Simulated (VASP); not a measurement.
# B (P6_3/mmc) in VASP: notebook

B is run at these levels: RPBE; tasks: single point.

Everything below comes from runs of VASP 6.6.1. Logs are shortened: lines on timing, memory, paths and dates and some standing lists are left out, and cuts for length are marked.

## Step 1: The cell of the first run

Symmetry: P6_3/mmc, No. 194, hexagonal system. The conventional cell has a = 1.725 Å, b = 1.725 Å, c = 21.317 Å, α = 90.00°, β = 90.00°, γ = 120.00°. Within 2.3 Å of B (site symmetry -3m) lie 6 B at 1.72 Å. Within 2.3 Å of B (site symmetry -6m2) lie 6 B at 1.72 Å.

## Step 2: Single point, RPBE

Contents of INCAR:

```
SYSTEM = B
  PREC = Accurate
  ENCUT = 520
  EDIFF = 1E-6
  ISMEAR = -1
  SIGMA = 0.1
  LREAL = .FALSE.
  LASPH = .TRUE.
  NELM = 60
  ALGO = Normal
  ISIF = 2
  LWAVE = .FALSE.
  LCHARG = .TRUE.
  GGA = RP
  LELF = .TRUE.
  LVHAR = .TRUE.
  NBANDS = 14
```

Contents of KPOINTS:

```
regular mesh
0
G
  23 23 2
  0 0 0
```

Contents of POSCAR:

```
B
1.0
    1.7245129453      0.0000000000      0.0000000000
   -0.8622564727      1.4934720198      0.0000000000
    0.0000000000      0.0000000000     21.3174729883
B
4
Direct
    1.0000000000      1.0000000000      0.0000000000
    1.0000000000      0.0000000000      0.5000000000
    0.3333333333      0.6666666667      0.2500000000
    0.6666666667      0.3333333333      0.7500000000
```

Potentials or basis: VASP PAW PBE potentials, release 64 (B).

Launch:

```
> cat potpaw_PBE.64/B/POTCAR > POTCAR
> mpirun -np 1 vasp_std > vasp.out
```

OUTCAR:

```text
SYSTEM = B
   PREC = Accurate
   ENCUT = 520
   EDIFF = 1E-6
   ISMEAR = -1
   LREAL = .FALSE.
   LASPH = .TRUE.
   NELM = 60
   ISIF = 2
   GGA = RP

 ion  position               nearest neighbor table
   1  0.000  0.000  0.000-
   2  0.000  0.000  0.500-
   3  0.333  0.667  0.250-
   4  0.667  0.333  0.750-

  LATTYP: Found a hexagonal cell.
 ALAT       =     1.7245129453
 C/A-ratio  =    12.3614456165

  Lattice vectors:

 A1 = (   1.7245129453,   0.0000000000,   0.0000000000)
 A2 = (  -0.8622564727,   1.4934720198,   0.0000000000)
 A3 = (   0.0000000000,   0.0000000000,  21.3174729883)

Analysis of symmetry for initial positions (statically):
=====================================================================
 Subroutine PRICEL returns:
 Original cell was already a primitive cell.

 Routine SETGRP: Setting up the symmetry group for a
 hexagonal supercell.

 Subroutine GETGRP returns: Found 24 space group operations
 (whereof 12 operations were pure point group operations)
 out of a pool of 24 trial point group operations.

The static configuration has the point symmetry D_3d.
 The point group associated with its full space group is D_6h.

Analysis of symmetry for dynamics (positions and initial velocities):
=====================================================================
 Subroutine PRICEL returns:
 Original cell was already a primitive cell.

 Routine SETGRP: Setting up the symmetry group for a
 hexagonal supercell.

 Subroutine GETGRP returns: Found 24 space group operations
 (whereof 12 operations were pure point group operations)
 out of a pool of 24 trial point group operations.

The dynamic configuration has the point symmetry D_3d.
 The point group associated with its full space group is D_6h.

 Subroutine INISYM returns: Found 24 space group operations
 (whereof 12 operations are pure point group operations),
 and found     1 'primitive' translations

----------------------------------------------------------------------------------------

                                     Primitive cell

  volume of cell :      54.9034

  direct lattice vectors                    reciprocal lattice vectors
     1.724512945  0.000000000  0.000000000     0.579873873  0.334790336  0.000000000
    -0.862256473  1.493472020  0.000000000     0.000000000  0.669580673  0.000000000
     0.000000000  0.000000000 21.317472988     0.000000000  0.000000000  0.046909875

  length of vectors
     1.724512945  1.724512945 21.317472988     0.669580673  0.669580673  0.046909875

  position of ions in fractional coordinates (direct lattice)
     0.000000000  0.000000000  0.000000000
     0.000000000  0.000000000  0.500000000
     0.333333333  0.666666667  0.250000000
     0.666666667  0.333333333  0.750000000

  ion indices of the primitive-cell ions
   primitive index   ion index
                 1           1
                 2           2
                 3           3
                 4           4

----------------------------------------------------------------------------------------

 KPOINTS: regular mesh

Automatic generation of k-mesh.
 Grid dimensions read from file:
 generate k-points for:   23   23    2

 Generating k-lattice:

  Cartesian coordinates                     Fractional coordinates (reciprocal lattice)
     0.025211908  0.014556102  0.000000000     0.043478261 -0.000000000  0.000000000
     0.000000000  0.029112203  0.000000000     0.000000000  0.043478261  0.000000000
     0.000000000  0.000000000  0.023454938     0.000000000  0.000000000  0.500000000

  Length of vectors
     0.029112203  0.029112203  0.023454938

  Shift w.r.t. Gamma in fractional coordinates (k-lattice)
     0.000000000  0.000000000  0.000000000

 Subroutine IBZKPT returns following result:
 ===========================================

 Found    112 irreducible k-points:

 Following reciprocal coordinates:
            Coordinates               Weight
  0.000000  0.000000  0.000000      1.000000
  0.043478  0.000000  0.000000      6.000000
  0.086957  0.000000  0.000000      6.000000
  0.130435  0.000000  0.000000      6.000000
  0.173913  0.000000  0.000000      6.000000
  0.217391 -0.000000  0.000000      6.000000
[... 16 lines left out ...]
  0.478261  0.043478  0.000000      6.000000
  0.086957  0.086957  0.000000      6.000000
 [... further k-points ...]
   k-points           NKPTS =    112   k-points in BZ     NKDIM =    112   number of bands    NBANDS=     14
   number of dos      NEDOS =    301   number of ions     NIONS =      4
   total plane-waves  NPLWV =  31360
   dimension x,y,z NGX =    14 NGY =   14 NGZ =  160
   dimension x,y,z NGXF=    28 NGYF=   28 NGZF=  320
   ions per type =               4
   NGX,Y,Z   is equivalent  to a cutoff of  13.50, 13.50, 12.48 a.u.
   NGXF,Y,Z  is equivalent  to a cutoff of  26.99, 26.99, 24.96 a.u.
 SYSTEM =  B
   PREC   = accura    normal or accurate (medium, high low for compatibility)
   ISTART =      0    job   : 0-new  1-cont  2-samecut
   ICHARG =      2    charge: 1-file 2-atom 10-const
   ISPIN  =      1    spin polarized calculation?
   LNONCOLLINEAR =      F non collinear calculations
   LSORBIT =      F    spin-orbit coupling
   LASPH  =      T    aspherical Exc in radial PAW
   ENCUT  =  520.0 eV  38.22 Ry    6.18 a.u.   3.21  3.21 39.64*2*pi/ulx,y,z
   NELM   =     60;   NELMIN=  2; NELMDL= -5     # of ELM steps
   EDIFF  = 0.1E-05   stopping-criterion for ELM
   LREAL  =      F    real-space projection
[... 7 lines left out ...]
   TEBEG  =    0.0;   TEEND  =   0.0 temperature during run
   PSTRESS=    0.0 pullay stress
   NELECT =      12.0000    total number of electrons
   NUPDOWN=      -1.0000    fix difference up-down
   EMIN   =  10.00;   EMAX   =-10.00  energy-range for DOS
   EFERMI =   0.00;   METHOD = LEGACY
   ISMEAR =    -1;   SIGMA  =   0.10  broadening in eV -4-tet -1-fermi 0-gaus
   EFERMI_NEDOS =   21; number of points for ismear=-14 and -15
   IALGO  =     38    algorithm
   IMIX   =      4    mixing-type and parameters
     AMIX     =   0.40;   BMIX     =  1.00
     AMIX_MAG =   1.60;   BMIX_MAG =  1.00
  volume/ion in A,a.u.               =      13.73        92.63
  Fermi-wavevector in a.u.,A,eV,Ry     =   0.986133  1.863521 13.231098  0.972458
  Thomas-Fermi vector in A             =   2.117491
   LORBIT       =      0    0 simple, 1 ext, 2 COOP (PROOUT), +10 PAW based schemes
   GGA     = RP    functional components
   LHFCALC =     F    Hartree Fock is set to
   AEXX    =    0.0000 exact exchange contribution
   IVDW    =     0    specifies the selected vdW correction
   LEPSILON=     F    determine dielectric tensor
   LRPA    =     F    only Hartree local field effects (RPA)
 non-spin polarized calculation
  energy-cutoff  :      520.00
  volume of cell :       54.90
 maximum number of plane-waves:      1513
 NGX is ok and might be reduce to    14
   NGX =  7   NGY =  7   NGZ = 79

 number of electron      12.0000000 magnetization

 Free energy of the ion-electron system (eV)
  ---------------------------------------------------
  ext. energy  EPLUGINS =         0.00000000
  ---------------------------------------------------
  free energy    TOTEN  =       -22.86678615 eV

  energy without entropy =      -22.83567446  energy(sigma->0) =      -22.85123030

 E-fermi :   2.4782     XC(G=0):  -7.5367

 val. band max:        2.4602020426   @ k =   0.3478  -0.0000   0.5000
 cond. band min:       2.5015453964   @ k =   0.3478  -0.0000   0.0000
 fundamental gap:      0.0413433537
 Fermi energy:         2.4782413462

 k-point     1 :       0.0000    0.0000    0.0000
  band No.  band energies     occupation
      1     -14.5274      2.00000
      2     -14.5235      2.00000
      3     -14.5235      2.00000
      4     -14.5196      2.00000
      5      -5.2057      2.00000
      6      -5.1358      2.00000
      7      -5.1357      2.00000
      8      -5.0632      2.00000
      9       4.3095      0.00000
     10       5.0777      0.00000
     11       5.0777      0.00000
     12       6.6364      0.00000
     13       8.1077      0.00000
     14      10.6590      0.00000

 k-point     2 :       0.0435    0.0000    0.0000
  band No.  band energies     occupation
      1     -14.4416      2.00000
      2     -14.4377      2.00000
      3     -14.4377      2.00000
      4     -14.4338      2.00000
      5      -5.0833      2.00000
      6      -5.0135      2.00000
      7      -5.0134      2.00000
      8      -4.9410      2.00000
      9       4.4276      0.00000
     10       5.1961      0.00000
     11       5.1962      0.00000
     12       6.7614      0.00000
     13       8.2114      0.00000
     14      10.7698      0.00000

 k-point     3 :       0.0870    0.0000    0.0000
  band No.  band energies     occupation
      1     -14.1845      2.00000
      2     -14.1808      2.00000
      3     -14.1808      2.00000
      4     -14.1771      2.00000
      5      -4.7163      2.00000
      6      -4.6468      2.00000
      7      -4.6468      2.00000
      8      -4.5748      2.00000
      9       4.7813      0.00000
     10       5.5508      0.00000
     11       5.5508      0.00000
     12       7.1363      0.00000
     13       8.5199      0.00000
     14      11.0996      0.00000
[... 324 lines left out ...]
 k-point    23 :       0.4783    0.0435    0.0000
  band No.  band energies     occupation
      1      -6.1645      2.00000
      2      -6.1643      2.00000
      3      -6.1642      2.00000
      4      -6.1640      2.00000
      5       3.3963      0.00021
      6       3.3991      0.00020
      7       3.3991      0.00020
      8       3.4019      0.00019
      9       8.0608      0.00000
     10       8.0731      0.00000
     11       8.0732      0.00000
     12       8.0856      0.00000
     13      14.8613      0.00000
     14      14.9493      0.00000

 k-point    24 :       0.0870    0.0870    0.0000
  band No.  band energies     occupation
      1     -13.5016      2.00000
      2     -13.4982      2.00000
      3     -13.4982      2.00000
      4     -13.4948      2.00000
      5      -3.7402      2.00000
      6      -3.6718      2.00000
      7      -3.6718      2.00000
      8      -3.6008      2.00000
      9       5.7190      0.00000
     10       6.4899      0.00000
     11       6.4900      0.00000
     12       8.1343      0.00000
     13       9.3229      0.00000
     14      11.9597      0.00000

 [... further k-points ...]
[... 5 lines left out ...]
  --------------------------------------------------------------------------------------
  -------------------------------------------------------------------------------------
  Total       -0.6103702     -0.6103702     -0.0294125      0.0000000      0.0000000      0.0000000
  in kB      -17.8116690    -17.8116690     -0.8583080      0.0000000      0.0000000      0.0000000
  external PRESSURE =     -12.1605487 kB  Pullay stress =       0.0000000 kB

 VOLUME and BASIS-vectors are now :
 -----------------------------------------------------------------------------
  energy-cutoff  :      520.00
  volume of cell :       54.90
      direct lattice vectors                 reciprocal lattice vectors
     1.724512945  0.000000000  0.000000000     0.579873873  0.334790336  0.000000000
    -0.862256473  1.493472020  0.000000000     0.000000000  0.669580673  0.000000000
     0.000000000  0.000000000 21.317472988     0.000000000  0.000000000  0.046909875

 POSITION                                       TOTAL-FORCE (eV/Angst)
 -----------------------------------------------------------------------------------
      0.00000      0.00000      0.00000        -0.000000     -0.000000      0.000000
      0.00000      0.00000     10.65874        -0.000000     -0.000000      0.000000
     -0.00000      0.99565      5.32937         0.000000     -0.000000      0.000000
      0.86226      0.49782     15.98810        -0.000000      0.000000     -0.000000
 -----------------------------------------------------------------------------------
    total drift:                                0.000000      0.000000      0.000000

  FREE ENERGIE OF THE ION-ELECTRON SYSTEM (eV)
  ---------------------------------------------------
  free  energy   TOTEN  =       -22.8667861499 eV

  energy  without entropy=      -22.8356744561  energy(sigma->0) =      -22.85123030
```

It took 88 s on 1 thread of Intel Xeon Platinum 8175M at 2.50GHz (Skylake/Cascade Lake), shared host; peak memory 0.21 GiB.

What came out:

```yaml
Free_energy: -22.8668 eV
Pressure: -1.2 GPa
Band_gap_on_the_k_mesh: zero (band 6 reaches 5.73 eV, above the bottom of band 7 at -5.14 eV)
```

Stress tensor (GPa, compression positive):
```
-1.78  0.00  0.00
 0.00 -1.78  0.00
 0.00  0.00 -0.09
```

Levels at points of the mesh, in eV from the Fermi level:
```
           k point  band 6  band 7  band 8  band 9  band 10  band 11
(0.00, 0.00, 0.00)   -7.61   -7.61   -7.54    1.83     2.60     2.60
(0.00, 0.00, 0.50)   -7.66   -7.56   -7.56    2.03     2.03     3.46
```

Caveat: the PAW data sets were made with another functional, which shifts forces and pressure a little; this functional lacks dispersion, which binds the layers, so the pressure and a relaxed spacing across them are unreliable.

(Continued in part 2 of 2.)
